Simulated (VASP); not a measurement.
Here is a VASP 6.6.1 calculation.

File INCAR:

```
SYSTEM = Li2ICl
PREC = Accurate ; ENCUT = 520
EDIFF = 1E-6 ; ISMEAR = 0
SIGMA = 0.01 ; LREAL = .FALSE.
LASPH = .TRUE. ; NELM = 100
ALGO = Normal ; ISIF = 2
LWAVE = .FALSE. ; LCHARG = .FALSE.
GGA = PE ; NBANDS = 18
```

File KPOINTS:

```
Automatic mesh
0
G
  4 4 4
  0 0 0
```

The input POSCAR:

```
Li2ICl
1.0
    1.9911310297      1.1495800360      6.4242248771
   -1.9911310297      1.1495800360      6.4242248771
    0.0000000000     -2.2991600720      6.4242248771
Cl I Li
1 1 2
Direct
    1.0000000000      0.0000000000      0.0000000000
    0.5000000000      0.5000000000      0.5000000000
    0.2602378187      0.2602378187      0.2602378187
    0.7397621813      0.7397621813      0.7397621813
```

Potentials or basis: VASP PAW PBE potentials, release 64 (Cl, I, Li_sv).

The run is started by

```bash
$ cat potpaw_PBE.64/Cl/POTCAR potpaw_PBE.64/I/POTCAR potpaw_PBE.64/Li_sv/POTCAR > POTCAR
$ mpirun -np 1 vasp_std > vasp.out
```

**Question.** What does it give for the band gap on the k mesh?

**Answer.** 3.40 eV.

Caveat: the k points lie up to 0.46 Å⁻¹ apart; spin-orbit coupling is left out, which moves the levels of the heavy elements. A k mesh can miss the band edges.
